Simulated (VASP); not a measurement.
Runs of VASP 6.6.1 on TlPt. The structure is that of space group P6/mmm (No. 191), or close to it. The cells are those of the table. 

| task | cell | k mesh | cutoff (eV) | gap on the mesh (eV) | pressure (GPa) |
| --- | --- | --- | --- | --- | --- |
| single point | a = 6.031, b = 6.031, c = 4.117 Å, angles 90.0, 90.0, 120.0°, 6 atoms | 6 × 6 × 10 | 520 | none | 5.5 |
| relaxation of shape and atoms at fixed volume | relaxed from a = 6.323, b = 6.323, c = 4.103 Å, angles 90.0, 90.0, 120.0°, 6 atoms | 6 × 6 × 10 | 600 | none | -1.8 |
| single point | a = 6.758, b = 6.758, c = 3.852 Å, angles 90.0, 90.0, 120.0°, 6 atoms | 3 × 3 × 6 | 520 | none | (b) |
| single point | a = 6.540, b = 6.540, c = 3.947 Å, angles 90.0, 90.0, 120.0°, 6 atoms | 6 × 6 × 10 | 520 | none | -3.1 |
| single point | a = 6.261, b = 6.261, c = 4.063 Å, angles 90.0, 90.0, 120.0°, 6 atoms | 6 × 6 × 10 | 520 | none | 0.0 |
| single point | a = 6.382, b = 6.382, c = 4.029 Å, angles 90.0, 90.0, 120.0°, 6 atoms | 6 × 6 × 10 | 520 | none | -1.9 |
| single point | a = 6.144, b = 6.144, c = 4.093 Å, angles 90.0, 90.0, 120.0°, 6 atoms | 6 × 6 × 10 | 520 | none | (a) |

Alike in all rows: level PBEsol; potentials or basis VASP PAW PBE potentials, release 64 (Tl_d, Pt); no spin polarisation; smearing gaussian 0.1 eV.

Q: Estimate the missing entries.

A: (a) 2.4; (b) -4.7.

Caveats: the PAW data sets were made with another functional, which shifts forces and pressure a little; spin-orbit coupling is left out, which moves the levels of the heavy elements; the cell stands under tension (at least some runs); the cell stands under pressure (at least some runs).

A k mesh can miss the band edges, and the runs leave out spin-orbit coupling on Pt, Tl.

A gap of «none» marks levels without a gap at the run's occupations.
